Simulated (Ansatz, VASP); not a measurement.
# AlFe: VASP and Ansatz over several settings

```xyz
2
Lattice="2.9100 0.0000 0.0000 0.0000 2.9100 0.0000 0.0000 0.0000 2.9100" Properties=species:S:1:pos:R:3 pbc="T T T"
Fe    1.4550    1.4550    1.4550
Al    0.0000    0.0000    0.0000
```

Single points on this cell with VASP 6.6.1 and Ansatz 0.2.0. Each row is one pair of runs. Alike in all rows: spin: collinear, typed start.

| level | k mesh | smearing | VASP's potentials, cutoff | Ansatz's potentials, cutoff | pressure (GPa), VASP | pressure (GPa), Ansatz | net moment per atom (μB), VASP | net moment per atom (μB), Ansatz |
| --- | --- | --- | --- | --- | --- | --- | --- | --- |
| PBE | 8 × 8 × 8 | fermi-dirac, width 0.05 eV | VASP PAW PBE potentials, release 64 (Fe_sv, Al), 600 eV | Ansatz PAW, 420 eV | -1.8 | -0.2 | 0.75 | 0.75 |
| r2SCAN0 | 5 × 5 × 5 | fermi-dirac, width 0.05 eV | VASP PAW PBE potentials, release 64 (Fe, Al), 580 eV | Ansatz PAW, 500 eV | -13.9 | 7.7 | 0.50 | 1.22 |
| PBE | 9 × 9 × 9 | gaussian, width 0.011 eV | VASP PAW PBE potentials, release 64 (Fe, Al), 520 eV | Ansatz PAW, 420 eV | -6.3 | -6.3 | 0.30 | 0.30 |

Pressure (GPa): the two programs differ by at most 21.65; net moment per atom (μB): the two programs differ by at most 0.72.

VASP's potentials hold 11 valence electrons a cell and Ansatz's 19 in some rows, so a difference there can come from the potentials and not from the codes.

In some rows the two programs ended in different magnetic states.

The k mesh is coarse in some rows, so the values compare programs but aren't converged. Noted on Ansatz's runs: the magnetic or orbital state may not be the lowest.
